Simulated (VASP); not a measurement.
# Zr (P6_3/mmc) in VASP: notebook, part 2 of 2

VASP 6.6.1. The steps go on from the part before.

### Step 3. Single point, PBE

Input file INCAR:

```
SYSTEM = Zr
  PREC = Accurate
  ENCUT = 520
  EDIFF = 1E-7
  ISMEAR = 1
  SIGMA = 0.6
  LREAL = .FALSE.
  LASPH = .TRUE.
  NELM = 60
  ALGO = Normal
  ISIF = 2
  LWAVE = .FALSE.
  LCHARG = .FALSE.
  GGA = PE
  NBANDS = 19
```

Input file KPOINTS:

```
regular mesh
0
G
  11 11 6
  0 0 0
```

Input file POSCAR:

```
Zr
1.0
    3.2318821451      0.0000000000      0.0000000000
   -1.6159410725      2.7988920397      0.0000000000
    0.0000000000      0.0000000000      5.1741041053
Zr
2
Direct
    0.3333333333      0.6666666667      0.2500000000
    0.6666666667      0.3333333333      0.7500000000
```

Potentials or basis: VASP PAW PBE potentials, release 64 (Zr_sv).

On the command line:

```console
$ cat potpaw_PBE.64/Zr_sv/POTCAR > POTCAR
$ mpirun -np 1 vasp_std > vasp.out
```

It took 30 s on 1 thread of Intel Xeon Platinum 8488C (Sapphire Rapids), shared host; peak memory 0.18 GiB.

It converged, with:

```
Free energy            : -17.0169 eV
Pressure               : -0.3 GPa
Band gap on the k mesh : zero (band 12 reaches 9.80 eV, above the bottom of band 13 at 8.78 eV)
```

Stress tensor (GPa, compression positive):
```
-0.33  0.00  0.00
 0.00 -0.33  0.00
 0.00  0.00 -0.14
```

Levels at points of the mesh, in eV from the Fermi level:
```tsv
k point	band 10	band 11	band 12	band 13	band 14	band 15
(0.00, 0.00, 0.00)	-2.96	0.93	0.93	1.03	1.17	1.60
(0.00, 0.00, 0.50)	-3.90	0.08	0.08	0.84	0.84	0.84
```

### Step 4. Single point, PBE

Input file INCAR:

```
PREC = Accurate
ENCUT = 520
EDIFF = 1E-7
ISMEAR = 1
SIGMA = 1.0
LREAL = F
LASPH = T
NELM = 60
ALGO = Normal
ISIF = 2
LWAVE = F
LCHARG = T
GGA = PE
LELF = T
LVHAR = T
NBANDS = 19
```

Input file KPOINTS:

```
Automatic mesh
0
Gamma
  11 11 6
```

POSCAR is that of step 3.

Potentials or basis: VASP PAW PBE potentials, release 64 (Zr_sv).

On the command line:

```console
$ cat potpaw_PBE.64/Zr_sv/POTCAR > POTCAR
$ mpirun -np 1 vasp_std > vasp.out
```

OUTCAR:

```text
PREC = Accurate
   ENCUT = 520
   EDIFF = 1E-7
   ISMEAR = 1
   LREAL = F
   LASPH = T
   NELM = 60
   ISIF = 2
   GGA = PE

 ion  position               nearest neighbor table
   1  0.333  0.667  0.250-   2 3.19   2 3.19   2 3.19   2 3.19   2 3.19   2 3.19
   2  0.667  0.333  0.750-   1 3.19   1 3.19   1 3.19   1 3.19   1 3.19   1 3.19

  LATTYP: Found a hexagonal cell.
 ALAT       =     3.2318821451
 C/A-ratio  =     1.6009569263

  Lattice vectors:

[... 190 lines left out ...]
      2     -39.7562      2.00000
      3     -18.3952      2.00000
      4     -17.5669      2.00000
      5     -17.5669      2.00000
      6     -17.4315      2.00000
[... 505 lines left out ...]
      6     -17.6540      2.00000
[... 11 lines left out ...]
     18      11.9719     -0.00010
     19      13.7298     -0.00000

 [... further k-points ...]
[... 5 lines left out ...]
  --------------------------------------------------------------------------------------
  -------------------------------------------------------------------------------------
  Total       -0.2023929     -0.2023929      0.1733466     -0.0000000     -0.0000000      0.0000000
  in kB       -6.9283382     -6.9283382      5.9340221     -0.0000000     -0.0000000      0.0000000
  external PRESSURE =      -2.6408848 kB  Pullay stress =       0.0000000 kB

 VOLUME and BASIS-vectors are now :
 -----------------------------------------------------------------------------
  energy-cutoff  :      520.00
  volume of cell :       46.80
      direct lattice vectors                 reciprocal lattice vectors
     3.231882145  0.000000000  0.000000000     0.309417223  0.178642117  0.000000000
    -1.615941073  2.798892040  0.000000000     0.000000000  0.357284235  0.000000000
     0.000000000  0.000000000  5.174104105     0.000000000  0.000000000  0.193270174

 POSITION                                       TOTAL-FORCE (eV/Angst)
 -----------------------------------------------------------------------------------
     -0.00000      1.86593      1.29353        -0.000000     -0.000000      0.000000
      1.61594      0.93296      3.88058         0.000000      0.000000      0.000000
 -----------------------------------------------------------------------------------
    total drift:                               -0.000000      0.000000     -0.000000

  FREE ENERGIE OF THE ION-ELECTRON SYSTEM (eV)
  ---------------------------------------------------
  free  energy   TOTEN  =       -16.9818702462 eV

  energy  without entropy=      -17.0438692615  energy(sigma->0) =      -17.00253658
```

Run time: 40 s. Hardware: 1 thread of Intel Xeon Platinum 8488C (Sapphire Rapids), shared host; peak memory 0.18 GiB.

Results:

```yaml
Free_energy: -16.9819 eV
Pressure: -0.3 GPa
Band_gap_on_the_k_mesh: zero (band 12 reaches 9.80 eV, above the bottom of band 13 at 8.77 eV)
```

### Step 5. Single point, PBE

Input file INCAR:

```
  ALGO = Normal
  EDIFF = 1E-6
  ENCUT = 520
  GGA = PE
  ISIF = 2
  ISMEAR = 1
  LASPH = T
  LCHARG = F
  LREAL = F
  LWAVE = F
  NBANDS = 19
  NELM = 100
  PREC = Accurate
  SIGMA = 0.1
```

Input file KPOINTS:

```
k-points
0
Gamma
  11 11 6
```

POSCAR is that of step 4.

On the command line:

```console
$ cat potpaw_PBE.64/Zr_sv/POTCAR > POTCAR
$ mpirun -np 1 vasp_std > vasp.out
```

Wall time 43 s (1 thread of Intel Xeon Platinum 8488C (Sapphire Rapids), shared host); peak memory 0.17 GiB.

It converged, with:

```
Free energy            : -17.0414 eV
Pressure               : -0.1 GPa
Band gap on the k mesh : zero (band 12 reaches 9.81 eV, above the bottom of band 13 at 8.78 eV)
```

Stress tensor (GPa, compression positive):
```
 0.05  0.00  0.00
 0.00  0.05  0.00
 0.00  0.00 -0.40
```

Levels at points of the mesh, in eV from the Fermi level:
```
           k point  band 8  band 9  band 10  band 11  band 12  band 13  band 14  band 15  band 16  band 17
(0.00, 0.00, 0.00)  -26.38   -5.67    -3.04     0.85     0.85     0.94     1.08     1.53     1.53     2.14
(0.00, 0.00, 0.50)  -26.45   -3.98    -3.98     0.00     0.00     0.76     0.76     0.76     0.76     3.90
```

### Step 6. Single point, PBE

Input file INCAR:

```
SYSTEM = Zr
PREC     = Accurate       ! precision mode
ENCUT    = 520            ! plane-wave cutoff, eV
EDIFF    = 1E-7           ! SCF threshold, eV
ISMEAR   = 1              ! smearing method
SIGMA    = 1.0            ! smearing width, eV
LREAL    = .False.        ! projectors in reciprocal space
LASPH    = .True.         ! aspherical terms in the spheres
NELM     = 80             ! most SCF steps
ALGO     = Normal         ! electronic algorithm
ISIF     = 2              ! what is computed and relaxed
LWAVE    = .False.        ! write WAVECAR
LCHARG   = .False.        ! write CHGCAR
GGA      = PE             ! functional
NBANDS   = 19             ! bands
```

Input file KPOINTS:

```
Automatic mesh
0
Gamma
  11 11 6
  0 0 0
```

POSCAR is that of step 5.

Potentials or basis: VASP PAW PBE potentials, release 64 (Zr_sv).

On the command line:

```console
$ cat potpaw_PBE.64/Zr_sv/POTCAR > POTCAR
$ mpirun -np 1 vasp_std > vasp.out
```

Wall time 24 s (1 thread of Intel Xeon Platinum 8488C (Sapphire Rapids), shared host); peak memory 0.18 GiB.

The run converged. Its results:

```yaml
Free_energy: -16.9819 eV
Pressure: -0.3 GPa
Band_gap_on_the_k_mesh: zero (band 12 reaches 9.80 eV, above the bottom of band 13 at 8.77 eV)
```

Stress tensor (GPa, compression positive):
```
-0.69  0.00  0.00
 0.00 -0.69  0.00
 0.00  0.00  0.59
```

Levels at points of the mesh, in eV from the Fermi level:
```
           k point  band 10  band 11  band 12  band 13  band 14  band 15
(0.00, 0.00, 0.00)    -2.95     0.94     0.94     1.06     1.20     1.62
(0.00, 0.00, 0.50)    -3.88     0.11     0.11     0.86     0.86     0.86
```

### Step 7. Overview

```tsv
smearing	gap on the mesh (eV)	pressure (GPa)
methfessel-paxton 0.3 eV	none	-0.1
methfessel-paxton 0.6 eV	none	-0.3
methfessel-paxton 1 eV	none	-0.3
methfessel-paxton 0.1 eV	none	-0.1
```

Alike in all rows: task single point; level PBE; potentials or basis VASP PAW PBE potentials, release 64 (Zr_sv); no spin polarisation; cell as given; k mesh 11 × 11 × 6; cutoff (eV) 520.

Every run on the cell as given and a fine mesh finds a metal.

Absolute energies hang on the potentials; compare differences alone.
